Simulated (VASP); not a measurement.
Set up this calculation in VASP 6.6.1, as the native input.

| Quantity | Value |
| --- | --- |
| Task | single point |
| Functional | r2SCAN |
| Potentials or basis | VASP PAW PBE potentials, release 64 (Re_sv_GW) |
| Cutoff | 610 eV |
| k mesh | 9 × 9 × 8 |
| Occupations | gaussian, width 0.1 eV |
| Spin | no spin polarisation |
| Dipole correction | no |
| Further INCAR settings | ALGO = Normal; EDIFF = 1e-06; NBANDS = 14 |

The system is Re.

```
Re
1.0
     2.64968    0.00000    0.00000
    -1.32484    2.29469    0.00000
     0.00000    0.00000    2.47580
Re
1
Direct
  0.00000 0.00000 0.00000
```

This isn't the form of Re at room conditions, which is hcp.

These files were run (other wordings do the same):

POSCAR

```
Re
1.0
    2.6496832329      0.0000000000      0.0000000000
   -1.3248416165      2.2946929917      0.0000000000
    0.0000000000      0.0000000000      2.4757977708
Re
1
Direct
    0.0000000000      0.0000000000      0.0000000000
```

INCAR.step1

```
PREC = Accurate
ENCUT = 610
ISMEAR = 0
SIGMA = 0.1
LREAL = False
LASPH = True
NELM = 120
NBANDS = 14
GGA = PE
ALGO = Normal
EDIFF = 1E-5
LWAVE = True
LCHARG = False
GGA_COMPAT = False
```

INCAR.step2

```
PREC = Accurate
ENCUT = 610
EDIFF = 1E-6
ISMEAR = 0
SIGMA = 0.1
LREAL = False
LASPH = True
NELM = 120
ALGO = Normal
ISIF = 2
LWAVE = False
LCHARG = True
METAGGA = R2SCAN
LMIXTAU = True
LELF = True
LVHAR = True
NBANDS = 14
ISTART = 1
GGA_COMPAT = False
```

KPOINTS

```
regular mesh
0
Gamma
  9 9 8
```

Potentials or basis: VASP PAW PBE potentials, release 64 (Re_sv_GW).

The run is started by

```bash
$ cat potpaw_PBE.64/Re_sv_GW/POTCAR > POTCAR
$ cp INCAR.step1 INCAR
$ mpirun -np 1 vasp_std > vasp.out
$ cp INCAR.step2 INCAR
$ mpirun -np 1 vasp_std > vasp.out
```

It gave:

```
Pressure               : 22.2 GPa
Band gap on the k mesh : zero (an odd number of electrons rules out a gap without spin polarisation)
```

Caveat: the stress differs along the axes, from 1 to 33 GPa; the PAW data sets were made with another functional, which shifts forces and pressure a little; spin-orbit coupling is left out, which moves the levels of the heavy elements.

Run time: 87 s on 1 thread of Intel(R) Xeon(R) Platinum 8259CL CPU @ 2.50GHz (Skylake/Cascade Lake) (shared host), peak memory 0.15 GiB.
